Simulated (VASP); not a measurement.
## WC: single point with PBE+D3(BJ)

WC:

```
W C
1.0
     0.00000    2.17526    2.17526
     2.17526    0.00000    2.17526
     2.17526    2.17526    0.00000
W C
1 1
Direct
  0.00000 0.00000 0.00000
  0.50000 0.50000 0.50000
```

```
Program                : VASP 6.6.1
Task                   : single point
Functional             : PBE
Dispersion             : D3(BJ)
Potentials or basis    : VASP PAW PBE potentials, release 64 (W_sv, C)
Cutoff                 : 520 eV
k mesh                 : 10 × 10 × 10
Occupations            : fermi-dirac, width 0.05 eV
Spin                   : no spin polarisation
Dipole correction      : no
Further INCAR settings : ALGO = Normal; EDIFF = 1e-07; NBANDS = 16
```

| Quantity | Value |
| --- | --- |
| Pressure | 1.0 GPa |
| Band gap on the k mesh | zero (band 9 reaches 13.87 eV, above the bottom of band 10 at 10.57 eV) |
| Dispersion energy per atom | -0.466 eV |

Levels at points of the mesh, in eV from the Fermi level:
| k point | band 5 | band 6 | band 7 | band 8 | band 9 | band 10 | band 11 | band 12 | band 13 | band 14 |
| --- | --- | --- | --- | --- | --- | --- | --- | --- | --- | --- |
| (0.00, 0.00, 0.00) | -16.07 | -2.88 | -2.88 | -2.88 | -1.17 | -1.17 | -1.17 | -1.03 | -1.03 | 6.71 |
| (0.50, 0.00, 0.00) | -11.32 | -10.05 | -6.80 | -6.80 | 1.05 | 1.05 | 2.38 | 4.90 | 8.99 | 8.99 |
| (0.50, 0.50, 0.00) | -13.84 | -6.00 | -5.71 | -2.60 | -2.60 | 0.85 | 2.32 | 2.32 | 5.63 | 7.54 |

Run time: 7.6 s on 1 thread of Intel(R) Xeon(R) Platinum 8559C (Emerald Rapids), with other jobs on the host, peak memory 0.16 GiB.

Caveat: spin-orbit coupling is left out, which moves the levels of the heavy elements; pairwise dispersion overbinds metals, which lowers pressure and volume.
